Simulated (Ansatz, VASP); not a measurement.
## ZnS in VASP and in Ansatz

Contents of INCAR:

```
ALGO = Normal ; EDIFF = 1E-6
ENCUT = 520 ; GGA = PE
ISIF = 2 ; ISMEAR = 0
LASPH = T ; LCHARG = T
LELF = T ; LREAL = F
LVHAR = T ; LWAVE = F
NBANDS = 26 ; NELM = 80
PREC = Accurate ; SIGMA = 0.05
```

The input KPOINTS:

```
k-points
0
Gamma
  9 9 4
```

Contents of POSCAR:

```
ZnS
1.0
    3.8455587354      0.0000000000      0.0000000000
   -1.9227793677      3.3303515566      0.0000000000
    0.0000000000      0.0000000000      6.3037246812
Zn S
2 2
Direct
    0.3529558864      0.7059117727      0.0052003729
    0.6470441136      0.2940882273      0.5052003729
    0.3174763541      0.6349527081      0.3797996271
    0.6825236459      0.3650472919      0.8797996271
```

Input for Ansatz:

```yaml
crystal:
  lattice:
    - [3.8455587354, 0.0, 0.0]
    - [-1.9227793677, 3.3303515566, 0.0]
    - [0.0, 0.0, 6.3037246812]
  atoms:
    - { symbol: Zn, position: [0.3529558864, 0.7059117727, 0.0052003729] }
    - { symbol: Zn, position: [0.6470441136, 0.2940882273, 0.5052003729] }
    - { symbol: S, position: [0.3174763541, 0.6349527081, 0.3797996271] }
    - { symbol: S, position: [0.6825236459, 0.3650472919, 0.8797996271] }
basis:
  ecutwfc: 520.0
kpoints:
  mp_grid: { grid: [9, 9, 4] }
hamiltonian:
  xc: pbe
scf:
  occupations: { method: gaussian, width: 0.05 }
output:
  forces: true
  stress: true
  eigenvalues: true
  write_density: true
  write_potential: true
  elf: true
  volumetric_format: npy
```

Change from the starting cell: mode 4 frozen in at +0.000 Å and mode 5 at +0.131 Å (largest displacements).

Alike in both runs: task single point; functional PBE; k mesh 9 × 9 × 4; occupations gaussian, width 0.05 eV; no spin polarisation.

|  | VASP | Ansatz |
| --- | --- | --- |
| version | VASP 6.6.1 | Ansatz 0.2.0 |
| potentials or method | VASP PAW PBE potentials, release 64 (Zn, S), cutoff 520 eV | scalar-relativistic, plane waves, PAW |
| valence electrons in the cell | 36 | 36 |

```csv
,VASP,Ansatz,Ansatz less VASP
gap on the k mesh at the Fermi level (eV),2.01,2.01,-0.002
least direct gap on the mesh (eV),2.01,2.01,-0.002
pressure (GPa),0.0,-0.1,-0.15
"traceless stress, the component that is largest in VASP (GPa)",0.38,0.38,+0.001
rms of the force components (eV/Å),0.076,0.076,+0.0002
```

Atom by atom the forces differ by 0.001 eV/Å (rms over components).
